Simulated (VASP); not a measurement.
# AlN (P1) in VASP: further runs

AlN is run at these levels: PBEsol; tasks: single point.

Everything below comes from runs of VASP 6.6.1. Logs are shortened: lines on timing, memory, paths and dates and some standing lists are left out, and cuts for length are marked.

## (1) The cell of the first run

The typed cell holds 2 atoms: a = 3.095 Å, b = 3.095 Å, c = 3.095 Å, α = 60.00°, β = 60.00°, γ = 60.00°.

## (2) Single point, PBEsol (atoms displaced along several vibrational modes)

Input file INCAR:

```
  PREC = Accurate
  ENCUT = 520
  EDIFF = 1E-6
  ISMEAR = 0
  SIGMA = 0.05
  LREAL = False
  LASPH = True
  NELM = 80
  ALGO = Normal
  ISIF = 2
  LWAVE = False
  LCHARG = True
  GGA = PS
  LELF = True
  LVHAR = True
  NBANDS = 11
```

Input file KPOINTS:

```
Automatic mesh
0
Gamma
  10 10 10
```

Input file POSCAR:

```
AlN
1.0
    0.0000000000      2.1886566781      2.1886566781
    2.1886566781      0.0000000000      2.1886566781
    2.1886566781      2.1886566781      0.0000000000
Al N
1 1
Direct
   -0.0067599835      0.0112666392      0.0067599835
    0.7630216860      0.7282971900      0.7369783140
```

Potentials or basis: VASP PAW PBE potentials, release 64 (Al, N).

Run with:

```console
$ cat potpaw_PBE.64/Al/POTCAR potpaw_PBE.64/N/POTCAR > POTCAR
$ mpirun -np 1 vasp_std > vasp.out
```

OUTCAR:

```text
PREC = Accurate
   ENCUT = 520
   EDIFF = 1E-6
   ISMEAR = 0
   LREAL = False
   LASPH = True
   NELM = 80
   ISIF = 2
   GGA = PS

 ion  position               nearest neighbor table
   1  0.993  0.011  0.007-   2 1.81   2 1.85   2 1.95   2 1.98
   2  0.763  0.728  0.737-   1 1.81   1 1.85   1 1.95   1 1.98

  LATTYP: Found a face centered cubic cell.
 ALAT       =     4.3773133562

  Lattice vectors:

 A1 = (   0.0000000000,   2.1886566781,   2.1886566781)
 A2 = (   2.1886566781,   0.0000000000,   2.1886566781)
 A3 = (   2.1886566781,   2.1886566781,   0.0000000000)

Analysis of symmetry for initial positions (statically):
=====================================================================
 Subroutine PRICEL returns:
 Original cell was already a primitive cell.

 Routine SETGRP: Setting up the symmetry group for a
 face centered cubic supercell.

 Subroutine GETGRP returns: Found  1 space group operations
 (whereof  1 operations were pure point group operations)
 out of a pool of 48 trial point group operations.

The static configuration has the point symmetry C_1 .

Analysis of symmetry for dynamics (positions and initial velocities):
=====================================================================
 Subroutine PRICEL returns:
 Original cell was already a primitive cell.

 Routine SETGRP: Setting up the symmetry group for a
 face centered cubic supercell.

 Subroutine GETGRP returns: Found  1 space group operations
 (whereof  1 operations were pure point group operations)
 out of a pool of 48 trial point group operations.

The dynamic configuration has the point symmetry C_1 .

 Subroutine INISYM returns: Found  1 space group operations
 (whereof  1 operations are pure point group operations),
 and found     1 'primitive' translations

----------------------------------------------------------------------------------------

                                     Primitive cell

  volume of cell :      20.9683

  direct lattice vectors                    reciprocal lattice vectors
     0.000000000  2.188656678  2.188656678    -0.228450631  0.228450631  0.228450631
     2.188656678  0.000000000  2.188656678     0.228450631 -0.228450631  0.228450631
     2.188656678  2.188656678  0.000000000     0.228450631  0.228450631 -0.228450631

  length of vectors
     3.095227958  3.095227958  3.095227958     0.395688101  0.395688101  0.395688101

  position of ions in fractional coordinates (direct lattice)
     0.993240017  0.011266639  0.006759983
     0.763021686  0.728297190  0.736978314

  ion indices of the primitive-cell ions
   primitive index   ion index
                 1           1
                 2           2

----------------------------------------------------------------------------------------

 KPOINTS: Automatic mesh

Automatic generation of k-mesh.
 Grid dimensions read from file:
 generate k-points for:   10   10   10

 Generating k-lattice:

  Cartesian coordinates                     Fractional coordinates (reciprocal lattice)
    -0.022845063  0.022845063  0.022845063     0.100000000  0.000000000  0.000000000
     0.022845063 -0.022845063  0.022845063     0.000000000  0.100000000  0.000000000
     0.022845063  0.022845063 -0.022845063     0.000000000  0.000000000  0.100000000

  Length of vectors
     0.039568810  0.039568810  0.039568810

  Shift w.r.t. Gamma in fractional coordinates (k-lattice)
     0.000000000  0.000000000  0.000000000

 Subroutine IBZKPT returns following result:
 ===========================================

 Found    504 irreducible k-points:

 Following reciprocal coordinates:
            Coordinates               Weight
  0.000000  0.000000  0.000000      1.000000
  0.100000  0.000000  0.000000      2.000000
  0.000000  0.100000  0.000000      2.000000
  0.000000  0.000000  0.100000      2.000000
  0.100000  0.100000  0.100000      2.000000
  0.200000  0.000000  0.000000      2.000000
[... 16 lines left out ...]
  0.000000  0.100000  0.100000      2.000000
  0.100000  0.000000  0.100000      2.000000
 [... further k-points ...]
   k-points           NKPTS =    504   k-points in BZ     NKDIM =    504   number of bands    NBANDS=     11
   number of dos      NEDOS =    301   number of ions     NIONS =      2
   total plane-waves  NPLWV =  13824
   dimension x,y,z NGX =    24 NGY =   24 NGZ =   24
   dimension x,y,z NGXF=    48 NGYF=   48 NGZF=   48
   ions per type =               1   1
   NGX,Y,Z   is equivalent  to a cutoff of  12.89, 12.89, 12.89 a.u.
   NGXF,Y,Z  is equivalent  to a cutoff of  25.78, 25.78, 25.78 a.u.
 SYSTEM =  unknown system
   PREC   = accura    normal or accurate (medium, high low for compatibility)
   ISTART =      0    job   : 0-new  1-cont  2-samecut
   ICHARG =      2    charge: 1-file 2-atom 10-const
   ISPIN  =      1    spin polarized calculation?
   LNONCOLLINEAR =      F non collinear calculations
   LSORBIT =      F    spin-orbit coupling
   LASPH  =      T    aspherical Exc in radial PAW
   ENCUT  =  520.0 eV  38.22 Ry    6.18 a.u.   5.76  5.76  5.76*2*pi/ulx,y,z
   NELM   =     80;   NELMIN=  2; NELMDL= -5     # of ELM steps
   EDIFF  = 0.1E-05   stopping-criterion for ELM
   LREAL  =      F    real-space projection
   EDIFFG = 0.1E-04   stopping-criterion for IOM
   NSW    =      0    number of steps for IOM
   IBRION =     -1    ionic relax: 0-MD 1-quasi-New 2-CG
   NFREE  =      0    steps in history (QN), initial steepest desc. (CG)
   ISIF   =      2    stress and relaxation
   ISYM   =      2    0-nonsym 1-usesym 2-fastsym
   POTIM  = 0.5000    time-step for ionic-motion
   TEBEG  =    0.0;   TEEND  =   0.0 temperature during run
   PSTRESS=    0.0 pullay stress
   NELECT =       8.0000    total number of electrons
   NUPDOWN=      -1.0000    fix difference up-down
   EMIN   =  10.00;   EMAX   =-10.00  energy-range for DOS
   EFERMI =   0.00;   METHOD = LEGACY
   ISMEAR =     0;   SIGMA  =   0.05  broadening in eV -4-tet -1-fermi 0-gaus
   EFERMI_NEDOS =   21; number of points for ismear=-14 and -15
   IALGO  =     38    algorithm
   IMIX   =      4    mixing-type and parameters
     AMIX     =   0.40;   BMIX     =  1.00
     AMIX_MAG =   1.60;   BMIX_MAG =  1.00
  volume/ion in A,a.u.               =      10.48        70.75
  Fermi-wavevector in a.u.,A,eV,Ry     =   1.187364  2.243792 19.181944  1.409833
  Thomas-Fermi vector in A             =   2.323517
   LORBIT       =      0    0 simple, 1 ext, 2 COOP (PROOUT), +10 PAW based schemes
   GGA     = PS    functional components
   LHFCALC =     F    Hartree Fock is set to
   AEXX    =    0.0000 exact exchange contribution
   IVDW    =     0    specifies the selected vdW correction
   LEPSILON=     F    determine dielectric tensor
   LRPA    =     F    only Hartree local field effects (RPA)
 non-spin polarized calculation
 Gauss-broadening in eV      SIGMA  =   0.05
  energy-cutoff  :      520.00
  volume of cell :       20.97
 maximum number of plane-waves:       588
   NGX = 11   NGY = 11   NGZ = 11

 number of electron       8.0000000 magnetization

 Free energy of the ion-electron system (eV)
  ---------------------------------------------------
  ext. energy  EPLUGINS =         0.00000000
  ---------------------------------------------------
  free energy    TOTEN  =       -15.50964630 eV

  energy without entropy =      -15.50964630  energy(sigma->0) =      -15.50964630

 E-fermi :   6.3353     XC(G=0): -11.0994

 val. band max:        6.1113202677   @ k =   0.0000   0.0000   0.0000
 cond. band min:       8.9883501778   @ k =   0.5000   0.0000   0.5000
 fundamental gap:      2.8770299100
 Fermi energy:         6.3353057688

 k-point     1 :       0.0000    0.0000    0.0000
  band No.  band energies     occupation
      1      -9.1084      2.00000
      2       5.4925      2.00000
      3       5.8231      2.00000
      4       6.1113      2.00000
      5       9.8621      0.00000
      6      18.1893      0.00000
      7      18.2339      0.00000
      8      18.2663      0.00000
      9      23.2473      0.00000
     10      23.3300      0.00000
     11      24.2501      0.00000

 k-point     2 :       0.1000    0.0000    0.0000
  band No.  band energies     occupation
      1      -8.9623      2.00000
      2       5.0772      2.00000
      3       5.4546      2.00000
      4       5.9460      2.00000
      5      10.5556      0.00000
      6      17.7153      0.00000
      7      18.3694      0.00000
      8      18.4372      0.00000
      9      22.1272      0.00000
     10      22.1703      0.00000
     11      23.7386      0.00000

 k-point     3 :       0.0000    0.1000    0.0000
  band No.  band energies     occupation
      1      -8.9608      2.00000
      2       4.7681      2.00000
      3       5.7300      2.00000
      4       6.0532      2.00000
      5      10.4808      0.00000
      6      17.7876      0.00000
      7      18.3375      0.00000
      8      18.4899      0.00000
      9      21.9128      0.00000
     10      22.0007      0.00000
     11      24.1174      0.00000

 k-point     4 :       0.0000    0.0000    0.1000
  band No.  band energies     occupation
      1      -8.9611      2.00000
      2       4.8306      2.00000
      3       5.6513      2.00000
      4       6.0521      2.00000
      5      10.4984      0.00000
      6      17.7402      0.00000
      7      18.3152      0.00000
      8      18.5371      0.00000
      9      21.9561      0.00000
     10      22.0598      0.00000
     11      24.0249      0.00000

 k-point     5 :       0.1000    0.1000    0.1000
  band No.  band energies     occupation
      1      -8.9627      2.00000
      2       5.1613      2.00000
      3       5.4545      2.00000
      4       5.8418      2.00000
      5      10.5759      0.00000
      6      17.7496      0.00000
      7      18.3397      0.00000
      8      18.4072      0.00000
      9      22.1770      0.00000
     10      22.2066      0.00000
     11      23.6593      0.00000
[... 211 lines left out ...]
 k-point    21 :       0.5000    0.5000    0.5000
  band No.  band energies     occupation
      1      -7.0675      2.00000
      2       0.0441      2.00000
      3       5.0414      2.00000
      4       5.3886      2.00000
      5      13.0919      0.00000
      6      15.5795      0.00000
      7      16.6695      0.00000
      8      16.8833      0.00000
      9      23.4369      0.00000
     10      25.5149      0.00000
     11      25.9646      0.00000

 k-point    22 :       0.1000    0.1000    0.0000
  band No.  band energies     occupation
      1      -8.9130      2.00000
      2       4.8891      2.00000
      3       5.5821      2.00000
      4       5.7440      2.00000
      5      10.7237      0.00000
      6      17.5004      0.00000
      7      18.4859      0.00000
      8      18.6268      0.00000
      9      20.3082      0.00000
     10      23.6133      0.00000
     11      25.1920      0.00000

 k-point    23 :       0.0000    0.1000    0.1000
  band No.  band energies     occupation
      1      -8.9130      2.00000
      2       5.0053      2.00000
      3       5.3156      2.00000
      4       5.8837      2.00000
      5      10.7327      0.00000
      6      17.6026      0.00000
      7      18.4880      0.00000
      8      18.5254      0.00000
      9      20.3264      0.00000
     10      23.6338      0.00000
     11      24.8613      0.00000

 k-point    24 :       0.1000    0.0000    0.1000
  band No.  band energies     occupation
      1      -8.9129      2.00000
      2       4.8838      2.00000
      3       5.6138      2.00000
      4       5.7183      2.00000
      5      10.7231      0.00000
      6      17.4945      0.00000
      7      18.4851      0.00000
      8      18.6332      0.00000
      9      20.3071      0.00000
     10      23.6118      0.00000
     11      25.2375      0.00000

 [... further k-points ...]
[... 5 lines left out ...]
  --------------------------------------------------------------------------------------
  -------------------------------------------------------------------------------------
  Total        0.0140718      0.3509456      0.3281690     -0.2773341     -1.0683243      0.1261654
  in kB        1.0752182     26.8155949     25.0752485    -21.1909724    -81.6301824      9.6402430
  external PRESSURE =      17.6553539 kB  Pullay stress =       0.0000000 kB

 VOLUME and BASIS-vectors are now :
 -----------------------------------------------------------------------------
  energy-cutoff  :      520.00
  volume of cell :       20.97
      direct lattice vectors                 reciprocal lattice vectors
     0.000000000  2.188656678  2.188656678    -0.228450631  0.228450631  0.228450631
     2.188656678  0.000000000  2.188656678     0.228450631 -0.228450631  0.228450631
     2.188656678  2.188656678  0.000000000     0.228450631  0.228450631 -0.228450631

 POSITION                                       TOTAL-FORCE (eV/Angst)
 -----------------------------------------------------------------------------------
      0.03945      2.18866      2.19852        -1.647582      0.204196     -0.440664
      3.20699      3.28299      3.26399         1.647582     -0.204196      0.440664
 -----------------------------------------------------------------------------------
    total drift:                                0.000079     -0.000005      0.000065

  FREE ENERGIE OF THE ION-ELECTRON SYSTEM (eV)
  ---------------------------------------------------
  free  energy   TOTEN  =       -15.5096463024 eV

  energy  without entropy=      -15.5096463024  energy(sigma->0) =      -15.50964630
```

Wall time 3.1 min (1 thread of AMD EPYC 7R13, shared host); peak memory 0.2 GiB.

Results:

```yaml
Free_energy: -15.5096 eV
Pressure: 1.8 GPa
Largest_force: 1.718 eV/Å
Band_gap_on_the_k_mesh: 2.88 eV (least direct gap 3.75 eV)
```

Forces in eV/Å, atoms in the order of the input:
```
Al  -1.648  0.204 -0.441
N    1.648 -0.204  0.441
```

Caveat: the cell differs from its parent crystal (atoms displaced along several vibrational modes); the PAW data sets were made with another functional, which shifts forces and pressure a little.

(Part 1 of 2 ends here.)
